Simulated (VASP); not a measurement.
# CdS (wurtzite type) (P6_3mc) in VASP: a series of runs

Runs on CdS (wurtzite type). Level: PBE. Tasks: single point.

Program: VASP 6.6.1. These are calculated values, not measurements. Logs are shortened: lines on timing, memory, paths and dates and some standing lists are left out, and cuts for length are marked.

## Step 1: The cell of the first run

The structure is hexagonal, space group P6_3mc (No. 186). The conventional cell has a = 4.194 Å, b = 4.194 Å, c = 6.834 Å, α = 90.00°, β = 90.00°, γ = 120.00°. Cd (site symmetry 3m) has 4 S at 2.57 Å within 3.4 Å. Within 3.4 Å of S (site symmetry 3m) lie 4 Cd at 2.57 Å.

## Step 2: Single point, PBE

Input file INCAR:

```
ALGO = Normal
EDIFF = 1E-7
ENCUT = 520
GGA = PE
ISIF = 2
ISMEAR = -1
LASPH = True
LCHARG = False
LREAL = False
LWAVE = False
NBANDS = 26
NELM = 100
PREC = Accurate
SIGMA = 0.1
```

Input file KPOINTS:

```
k-points
0
Gamma
  9 9 5
```

Input file POSCAR:

```
CdS
1.0
    4.1940777687      0.0000000000      0.0000000000
   -2.0970388844      3.6321778932      0.0000000000
    0.0000000000      0.0000000000      6.8340953140
Cd S
2 2
Direct
    0.3333333333      0.6666666667     -0.0000775733
    0.6666666667      0.3333333333      0.4999224267
    0.3333333333      0.6666666667      0.3760775733
    0.6666666667      0.3333333333      0.8760775733
```

Potentials or basis: VASP PAW PBE potentials, release 64 (Cd, S).

Launch:

```sh
$ cat potpaw_PBE.64/Cd/POTCAR potpaw_PBE.64/S/POTCAR > POTCAR
$ mpirun -np 1 vasp_std > vasp.out
```

OUTCAR:

```text
EDIFF = 1E-7
   ENCUT = 520
   GGA = PE
   ISIF = 2
   ISMEAR = -1
   LASPH = True
   LREAL = False
   NELM = 100
   PREC = Accurate

 ion  position               nearest neighbor table
   1  0.333  0.667  1.000-   4 2.57   4 2.57   4 2.57   3 2.57
   2  0.667  0.333  0.500-   3 2.57   3 2.57   3 2.57   4 2.57
   3  0.333  0.667  0.376-   2 2.57   2 2.57   2 2.57   1 2.57
   4  0.667  0.333  0.876-   1 2.57   1 2.57   1 2.57   2 2.57

  LATTYP: Found a hexagonal cell.
 ALAT       =     4.1940777687
 C/A-ratio  =     1.6294631838

  Lattice vectors:

 A1 = (   4.1940777687,   0.0000000000,   0.0000000000)
 A2 = (  -2.0970388844,   3.6321778932,   0.0000000000)
 A3 = (   0.0000000000,   0.0000000000,   6.8340953140)

Analysis of symmetry for initial positions (statically):
=====================================================================
 Subroutine PRICEL returns:
 Original cell was already a primitive cell.

 Routine SETGRP: Setting up the symmetry group for a
 hexagonal supercell.

 Subroutine GETGRP returns: Found 12 space group operations
 (whereof  6 operations were pure point group operations)
 out of a pool of 24 trial point group operations.

The static configuration has the point symmetry C_3v.
 The point group associated with its full space group is C_6v.

Analysis of symmetry for dynamics (positions and initial velocities):
=====================================================================
 Subroutine PRICEL returns:
 Original cell was already a primitive cell.

 Routine SETGRP: Setting up the symmetry group for a
 hexagonal supercell.

 Subroutine GETGRP returns: Found 12 space group operations
 (whereof  6 operations were pure point group operations)
 out of a pool of 24 trial point group operations.

The dynamic configuration has the point symmetry C_3v.
 The point group associated with its full space group is C_6v.

 Subroutine INISYM returns: Found 12 space group operations
 (whereof  6 operations are pure point group operations),
 and found     1 'primitive' translations

----------------------------------------------------------------------------------------

                                     Primitive cell

  volume of cell :     104.1081

  direct lattice vectors                    reciprocal lattice vectors
[... 89 lines left out ...]
   ENCUT  =  520.0 eV  38.22 Ry    6.18 a.u.   7.80  7.80 12.71*2*pi/ulx,y,z
   NELM   =    100;   NELMIN=  2; NELMDL= -5     # of ELM steps
   EDIFF  = 0.1E-06   stopping-criterion for ELM
   LREAL  =      F    real-space projection
   EDIFFG = 0.1E-05   stopping-criterion for IOM
   NSW    =      0    number of steps for IOM
   IBRION =     -1    ionic relax: 0-MD 1-quasi-New 2-CG
   NFREE  =      0    steps in history (QN), initial steepest desc. (CG)
   ISIF   =      2    stress and relaxation
   ISYM   =      2    0-nonsym 1-usesym 2-fastsym
   POTIM  = 0.5000    time-step for ionic-motion
   TEBEG  =    0.0;   TEEND  =   0.0 temperature during run
   PSTRESS=    0.0 pullay stress
   NELECT =      36.0000    total number of electrons
   NUPDOWN=      -1.0000    fix difference up-down
   EMIN   =  10.00;   EMAX   =-10.00  energy-range for DOS
   EFERMI =   0.00;   METHOD = LEGACY
   ISMEAR =    -1;   SIGMA  =   0.10  broadening in eV -4-tet -1-fermi 0-gaus
   EFERMI_NEDOS =   21; number of points for ismear=-14 and -15
   IALGO  =     38    algorithm
   IMIX   =      4    mixing-type and parameters
     AMIX     =   0.40;   BMIX     =  1.00
     AMIX_MAG =   1.60;   BMIX_MAG =  1.00
  volume/ion in A,a.u.               =      26.03       175.64
  Fermi-wavevector in a.u.,A,eV,Ry     =   1.149073  2.171432 17.964694  1.320368
  Thomas-Fermi vector in A             =   2.285744
   LORBIT       =      0    0 simple, 1 ext, 2 COOP (PROOUT), +10 PAW based schemes
   GGA     = PE    functional components
   LHFCALC =     F    Hartree Fock is set to
   AEXX    =    0.0000 exact exchange contribution
   IVDW    =     0    specifies the selected vdW correction
   LEPSILON=     F    determine dielectric tensor
   LRPA    =     F    only Hartree local field effects (RPA)
 non-spin polarized calculation
  energy-cutoff  :      520.00
  volume of cell :      104.11
 maximum number of plane-waves:      2838
 NGX is ok and might be reduce to    32
   NGX = 15   NGY = 15   NGZ = 25

 number of electron      36.0000000 magnetization

 Free energy of the ion-electron system (eV)
  ---------------------------------------------------
  ext. energy  EPLUGINS =         0.00000000
  ---------------------------------------------------
  free energy    TOTEN  =       -12.29955530 eV

  energy without entropy =      -12.29944477  energy(sigma->0) =      -12.29950004

 E-fermi :   1.6095     XC(G=0):  -8.9212

 val. band max:        0.9159340455   @ k =   0.0000   0.0000   0.0000
 cond. band min:       2.0278009407   @ k =   0.0000   0.0000   0.0000
 fundamental gap:      1.1118668952
 Fermi energy:         1.6094616445

 k-point     1 :       0.0000    0.0000    0.0000
  band No.  band energies     occupation
      1     -11.1763      2.00000
      2     -10.7889      2.00000
      3      -6.6359      2.00000
      4      -6.6286      2.00000
      5      -6.6286      2.00000
      6      -6.5540      2.00000
[... 685 lines left out ...]
     25      10.0331      0.00000
     26      10.0333      0.00000

 [... further k-points ...]

------------------------ aborting loop because EDIFF is reached ----------------------------------------

  FORCE on cell =-STRESS in cart. coord.  units (eV):
  Direction    XX          YY          ZZ          XY          YZ          ZX
  --------------------------------------------------------------------------------------
  -------------------------------------------------------------------------------------
  Total        0.2108865      0.2108865      0.1862546     -0.0000000      0.0000000      0.0000000
  in kB        3.2454491      3.2454491      2.8663745     -0.0000000      0.0000000      0.0000000
  external PRESSURE =       3.1190909 kB  Pullay stress =       0.0000000 kB

 VOLUME and BASIS-vectors are now :
 -----------------------------------------------------------------------------
  energy-cutoff  :      520.00
  volume of cell :      104.11
      direct lattice vectors                 reciprocal lattice vectors
     4.194077769  0.000000000  0.000000000     0.238431440  0.137658456  0.000000000
    -2.097038884  3.632177893  0.000000000     0.000000000  0.275316912  0.000000000
     0.000000000  0.000000000  6.834095314     0.000000000  0.000000000  0.146325147

 POSITION                                       TOTAL-FORCE (eV/Angst)
 -----------------------------------------------------------------------------------
     -0.00000      2.42145      6.83357        -0.000000      0.000000     -0.003197
      2.09704      1.21073      3.41652         0.000000      0.000000     -0.003197
     -0.00000      2.42145      2.57015        -0.000000     -0.000000      0.003197
      2.09704      1.21073      5.98720         0.000000     -0.000000      0.003197
 -----------------------------------------------------------------------------------
    total drift:                               -0.000000     -0.000000     -0.000464

  FREE ENERGIE OF THE ION-ELECTRON SYSTEM (eV)
  ---------------------------------------------------
  free  energy   TOTEN  =       -12.2995553015 eV

  energy  without entropy=      -12.2994447731  energy(sigma->0) =      -12.29950004
```

OSZICAR:

```text
N       E                     dE             d eps       ncg     rms          rms(c)
DAV:   1     0.244913968947E+03    0.24491E+03   -0.17424E+04  1872   0.126E+03
DAV:   2     0.367817814534E+00   -0.24455E+03   -0.23669E+03  2064   0.315E+02
DAV:   3    -0.132554139396E+02   -0.13623E+02   -0.13540E+02  2232   0.741E+01
DAV:   4    -0.133988501548E+02   -0.14344E+00   -0.14331E+00  2140   0.741E+00
DAV:   5    -0.134010694563E+02   -0.22193E-02   -0.22192E-02  2240   0.920E-01    0.104E+01
DAV:   6    -0.123203492702E+02    0.10807E+01   -0.19564E+00  2442   0.139E+01    0.833E+00
DAV:   7    -0.123019342854E+02    0.18415E-01   -0.66757E-01  1954   0.433E+00    0.396E+00
DAV:   8    -0.123005288538E+02    0.14054E-02   -0.74110E-02  2030   0.265E+00    0.473E-01
DAV:   9    -0.122991006691E+02    0.14282E-02   -0.13249E-02  2104   0.137E+00    0.134E-01
DAV:  10    -0.122993975107E+02   -0.29684E-03   -0.11857E-03  2008   0.318E-01    0.120E-01
DAV:  11    -0.122995594771E+02   -0.16197E-03   -0.25721E-04  2090   0.107E-01    0.799E-02
DAV:  12    -0.122995541869E+02    0.52902E-05   -0.12869E-04  1960   0.787E-02    0.151E-02
DAV:  13    -0.122995546280E+02   -0.44116E-06   -0.16197E-05  2246   0.264E-02    0.900E-03
DAV:  14    -0.122995555286E+02   -0.90055E-06   -0.22132E-06  1948   0.118E-02    0.643E-03
DAV:  15    -0.122995553343E+02    0.19424E-06   -0.26849E-07  1956   0.294E-03    0.318E-03
DAV:  16    -0.122995553015E+02    0.32833E-07   -0.44502E-08  1348   0.147E-03
   1 F= -.12299555E+02 E0= -.12299500E+02  d E =-.110528E-03
```

Run time: 97 s. Hardware: 1 thread of AMD EPYC 7R43 (Zen 3), shared host; peak memory 0.22 GiB.

Results:

| Item | Value |
| --- | --- |
| Free energy | -12.2996 eV |
| Pressure | 0.3 GPa |
| Largest force | 0.003 eV/Å |
| Band gap on the k mesh | 1.11 eV, direct |

Forces in eV/Å, atoms in the order of the input:
```
Cd   0.000  0.000 -0.003
Cd   0.000  0.000 -0.003
S    0.000  0.000  0.003
S    0.000  0.000  0.003
```

## Step 3: Single point, PBE

Input file INCAR:

```
SYSTEM = CdS
  ALGO = Normal
  EDIFF = 1E-7
  ENCUT = 520
  GGA = PE
  ISIF = 2
  ISMEAR = -1
  LASPH = .True.
  LCHARG = .True.
  LELF = .True.
  LREAL = .False.
  LVHAR = .True.
  LWAVE = .False.
  NBANDS = 26
  NELM = 100
  PREC = Accurate
  SIGMA = 0.1
```

Input file KPOINTS:

```
k-points
0
Gamma
  9 9 5
  0 0 0
```

POSCAR is that of step 2.

Potentials or basis: VASP PAW PBE potentials, release 64 (Cd, S).

Launch:

```sh
$ cat potpaw_PBE.64/Cd/POTCAR potpaw_PBE.64/S/POTCAR > POTCAR
$ mpirun -np 1 vasp_std > vasp.out
```

Wall time 1.7 min (1 thread of AMD EPYC 7R43 (Zen 3), shared host); peak memory 0.22 GiB.

Results (log left out):

```
Free energy            : -12.2996 eV
Pressure               : 0.3 GPa
Largest force          : 0.003 eV/Å
Band gap on the k mesh : 1.11 eV, direct
```

Forces in eV/Å, atoms in the order of the input:
```
Cd   0.000  0.000 -0.003
Cd   0.000  0.000 -0.003
S    0.000  0.000  0.003
S    0.000  0.000  0.003
```

Levels at points of the mesh, in eV from the valence-band top:
```
           k point  band 15  band 16  band 17  band 18  band 19  band 20  band 21  band 22
(0.00, 0.00, 0.00)    -0.69    -0.04     0.00     0.00     1.11     2.75     6.49     6.49
```
